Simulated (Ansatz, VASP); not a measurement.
InGaAs2 in VASP and in Ansatz

The input POSCAR:

```
InGaAs2
1.0
    3.9456180596      0.0000000000      0.0000000000
    0.0000000000      3.9456180596      0.0000000000
    0.0000000000      0.0000000000      5.9223026300
In Ga As
1 1 2
Direct
    0.0000000000      0.0000000000      0.5000000000
    0.5000000000      0.5000000000      0.0000000000
    0.5000000000      0.0000000000      0.7698871174
    0.0000000000      0.5000000000      0.2301128826
```

The input INCAR.step1:

```
PREC = Accurate
ENCUT = 520
ISMEAR = 0
SIGMA = 0.03
LREAL = False
LASPH = True
NELM = 80
NBANDS = 26
GGA = PE
ALGO = Normal
EDIFF = 1E-4
LWAVE = True
LCHARG = False
```

INCAR.step2

```
PREC = Accurate
ENCUT = 520
EDIFF = 1E-7
ISMEAR = 0
SIGMA = 0.03
LREAL = False
LASPH = True
NELM = 80
ALGO = Normal
ISIF = 2
LWAVE = False
LCHARG = True
METAGGA = R2SCAN
LMIXTAU = True
LELF = True
LVHAR = True
NBANDS = 26
ISTART = 1
```

The input KPOINTS:

```
regular mesh
0
Gamma
  8 8 6
```

Input for Ansatz:

```yaml
crystal:
  lattice:
    - [3.9456180596, 0.0, 0.0]
    - [0.0, 3.9456180596, 0.0]
    - [0.0, 0.0, 5.92230263]
  atoms:
    - { symbol: In, position: [0.0, 0.0, 0.5] }
    - { symbol: Ga, position: [0.5, 0.5, 0.0] }
    - { symbol: As, position: [0.5, 0.0, 0.7698871174] }
    - { symbol: As, position: [0.0, 0.5, 0.2301128826] }
basis:
  ecutwfc: 500
kpoints:
  mp_grid: { grid: [8, 8, 6] }
hamiltonian:
  xc: r2scan
scf:
  occupations: { method: gaussian, width: 0.03 }
output:
  forces: true
  stress: true
  eigenvalues: true
```

Change from the starting cell: strain -0.050 along x and y, +0.000 along z, atoms carried along.

Alike in both runs: task single point; functional r2SCAN; k mesh 8 × 8 × 6; occupations gaussian, width 0.03 eV; no spin polarisation.

|  | VASP | Ansatz |
| --- | --- | --- |
| version | VASP 6.6.1 | Ansatz 0.2.0 |
| potentials or method | VASP PAW PBE potentials, release 64 (In_d, Ga_d, As), cutoff 520 eV | scalar-relativistic, plane waves, PAW |
| valence electrons in the cell | 36 | 56 |

```csv
,VASP,Ansatz,Ansatz less VASP
gap on the k mesh at the Fermi level (eV),0.83,0.84,+0.009
least direct gap on the mesh (eV),0.83,0.84,+0.009
pressure (GPa),8.2,8.2,-0.07
"traceless stress, the component that is largest in VASP (GPa)",-1.76,-1.76,+0.007
rms of the force components (eV/Å),0.036,0.040,+0.0037
```

VASP's potentials were made for PBE, not for r2SCAN. Atom by atom the forces differ by 0.004 eV/Å (rms over components). VASP's potentials hold 36 valence electrons a cell and Ansatz's 56, so a difference there can come from the potentials and not from the codes.
